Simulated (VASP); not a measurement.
Set up this calculation in VASP 6.6.1, as the native input.

```
Task                   : single point
Functional             : PBEsol
Dispersion             : D3(BJ)
Potentials or basis    : VASP PAW PBE potentials, release 64 (Hf_pv)
Cutoff                 : 500 eV
k mesh                 : 18 × 18 × 18
Occupations            : gaussian, width 0.1 eV
Spin                   : no spin polarisation
Dipole correction      : no
Further INCAR settings : ALGO = Normal; EDIFF = 1e-06; NBANDS = 11
```

The structure of Hf lies in POSCAR:

```
Hf
1.0
   -1.5685564666      1.5685564666      1.5685564666
    1.5685564666     -1.5685564666      1.5685564666
    1.5685564666      1.5685564666     -1.5685564666
Hf
1
Direct
    0.0000000000      0.0000000000      0.0000000000
```

These files were run (other wordings do the same):

INCAR

```
SYSTEM = Hf
ALGO     = Normal         ! electronic algorithm
EDIFF    = 1E-6           ! SCF threshold, eV
ENCUT    = 500            ! plane-wave cutoff, eV
GGA      = PS             ! functional
GGA_COMPAT= .FALSE.      
ISIF     = 2              ! what is computed and relaxed
ISMEAR   = 0              ! smearing method
IVDW     = 12             ! dispersion correction
LASPH    = .TRUE.         ! aspherical terms in the spheres
LCHARG   = .TRUE.         ! write CHGCAR
LELF     = .TRUE.         ! ELF
LREAL    = .FALSE.        ! projectors in reciprocal space
LVHAR    = .TRUE.       
LWAVE    = .FALSE.        ! write WAVECAR
NBANDS   = 11             ! bands
NELM     = 120            ! most SCF steps
PREC     = Accurate       ! precision mode
SIGMA    = 0.1            ! smearing width, eV
```

KPOINTS

```
k-points
0
G
  18 18 18
  0 0 0
```

Potentials or basis: VASP PAW PBE potentials, release 64 (Hf_pv).

Launch:

```sh
$ cat potpaw_PBE.64/Hf_pv/POTCAR > POTCAR
$ mpirun -np 1 vasp_std > vasp.out
```

Results of the run:

The pressure is 49.8 GPa. The band gap on the k mesh is zero (band 5 reaches 8.89 eV, above the bottom of band 6 at 6.08 eV). The dispersion energy per atom is -0.745 eV.

Caveat: the PAW data sets were made with another functional, which shifts forces and pressure a little; spin-orbit coupling is left out, which moves the levels of the heavy elements; pairwise dispersion overbinds metals, which lowers pressure and volume.

Run time: 16 s on 1 thread of Intel Xeon 6975P-C, on a shared host, peak memory 0.16 GiB.
